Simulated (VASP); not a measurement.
Input of a VASP 6.6.1 run:

The input INCAR:

```
ALGO     = Normal         # electronic algorithm
EDIFF    = 1E-6           # SCF threshold, eV
ENCUT    = 520            # plane-wave cutoff, eV
GGA      = PS             # functional
ISIF     = 2              # what is computed and relaxed
ISMEAR   = -1             # smearing method
LASPH    = True           # aspherical terms in the spheres
LCHARG   = True           # write CHGCAR
LELF     = True           # ELF
LREAL    = False          # projectors in reciprocal space
LVHAR    = True         
LWAVE    = False          # write WAVECAR
NBANDS   = 28             # bands
NELM     = 60             # most SCF steps
PREC     = Accurate       # precision mode
SIGMA    = 0.05           # smearing width, eV
```

The input KPOINTS:

```
k-points
0
Gamma
  7 7 7
```

Contents of POSCAR:

```
BaTiO3
1.0
    4.0845689666      0.0000000000      0.0000000000
    0.0000000000      4.0845689666      0.0000000000
    0.0000000000      0.0000000000      4.0845689666
Ba Ti O
1 1 3
Direct
    0.5000000000      0.5000000000      0.5000000000
    0.0000000000      0.0000000000      0.0000000000
    0.0000000000      0.0000000000      0.5000000000
    0.0000000000      0.5000000000      0.0000000000
    0.5000000000      0.0000000000      0.0000000000
```

Potentials or basis: VASP PAW PBE potentials, release 64 (Ba_sv, Ti_sv, O).

Command:

```sh
$ cat potpaw_PBE.64/Ba_sv/POTCAR potpaw_PBE.64/Ti_sv/POTCAR potpaw_PBE.64/O/POTCAR > POTCAR
$ mpirun -np 1 vasp_std > vasp.out
```

Predict the pressure.

-11.2 GPa.

What does it give for the band gap on the k mesh?

1.64 eV (least direct gap 1.78 eV).

Caveat: the cell stands under tension; the PAW data sets were made with another functional, which shifts forces and pressure a little; spin-orbit coupling is left out, which moves the levels of the heavy elements; an odd mesh through Γ misses points on the zone boundary, where band edges can lie.
